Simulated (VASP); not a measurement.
Set up this calculation in VASP 6.6.1, as the native input.

```yaml
Task: single point
Functional: r2SCAN
Dispersion: rVV10
Potentials_or_basis: VASP PAW PBE potentials, release 64 (O, F)
Cutoff: 660 eV
k_mesh: 10 × 10 × 10
Occupations: fermi-dirac, width 0.03 eV
Spin: no spin polarisation
Dipole_correction: no
Further_INCAR_settings: ALGO = Normal; EDIFF = 1e-06; NBANDS = 17
```

Crystal: OF2.

```xyz
3
Lattice="0.0000 2.4337 2.4337 2.4337 0.0000 2.4337 2.4337 2.4337 0.0000" Properties=species:S:1:pos:R:3 pbc="T T T"
O     0.0000    0.0000    0.0000
F     3.6506    3.6506    3.6506
F     1.2169    1.2169    1.2169
```

The input as run:

POSCAR

```
OF2
1.0
    0.0000000000      2.4337412065      2.4337412065
    2.4337412065      0.0000000000      2.4337412065
    2.4337412065      2.4337412065      0.0000000000
O F
1 2
Direct
    0.0000000000      0.0000000000      0.0000000000
    0.7500000000      0.7500000000      0.7500000000
    0.2500000000      0.2500000000      0.2500000000
```

INCAR.step1

```
PREC     = Accurate       # precision mode
ENCUT    = 660            # plane-wave cutoff, eV
ISMEAR   = -1             # smearing method
SIGMA    = 0.03           # smearing width, eV
LREAL    = False          # projectors in reciprocal space
LASPH    = True           # aspherical terms in the spheres
NELM     = 120            # most SCF steps
NBANDS   = 17             # bands
GGA      = PE             # functional
ALGO     = Normal         # electronic algorithm
EDIFF    = 1E-5           # SCF threshold, eV
LWAVE    = True           # write WAVECAR
LCHARG   = False          # write CHGCAR
GGA_COMPAT= False
```

INCAR.step2

```
PREC     = Accurate       # precision mode
ENCUT    = 660            # plane-wave cutoff, eV
EDIFF    = 1E-6           # SCF threshold, eV
ISMEAR   = -1             # smearing method
SIGMA    = 0.03           # smearing width, eV
LREAL    = False          # projectors in reciprocal space
LASPH    = True           # aspherical terms in the spheres
NELM     = 120            # most SCF steps
ALGO     = Normal         # electronic algorithm
ISIF     = 2              # what is computed and relaxed
LWAVE    = False          # write WAVECAR
LCHARG   = True           # write CHGCAR
METAGGA  = R2SCAN         # meta-GGA
LMIXTAU  = True         
LUSE_VDW = True         
IVDW_NL  = 2            
BPARAM   = 11.95        
CPARAM   = 0.0093       
LELF     = True           # ELF
LVHAR    = True         
NBANDS   = 17             # bands
ISTART   = 1            
GGA_COMPAT= False
```

KPOINTS

```
regular mesh
0
Gamma
  10 10 10
```

Potentials or basis: VASP PAW PBE potentials, release 64 (O, F).

Launch:

```console
$ cat potpaw_PBE.64/O/POTCAR potpaw_PBE.64/F/POTCAR > POTCAR
$ cp INCAR.step1 INCAR
$ mpirun -np 1 vasp_std > vasp.out
$ cp INCAR.step2 INCAR
$ mpirun -np 1 vasp_std > vasp.out
```

Results of the run:

| Property | Result |
| --- | --- |
| Pressure | -0.9 GPa |
| Band gap on the k mesh | zero (bands 10 and 11 overlap by 0.30 eV) |

Caveat: the PAW data sets were made with another functional, which shifts forces and pressure a little.

Run time: 3.1 min on 1 thread of Intel(R) Xeon(R) Platinum 8259CL CPU @ 2.50GHz (Skylake/Cascade Lake), on a shared host, peak memory 0.29 GiB.
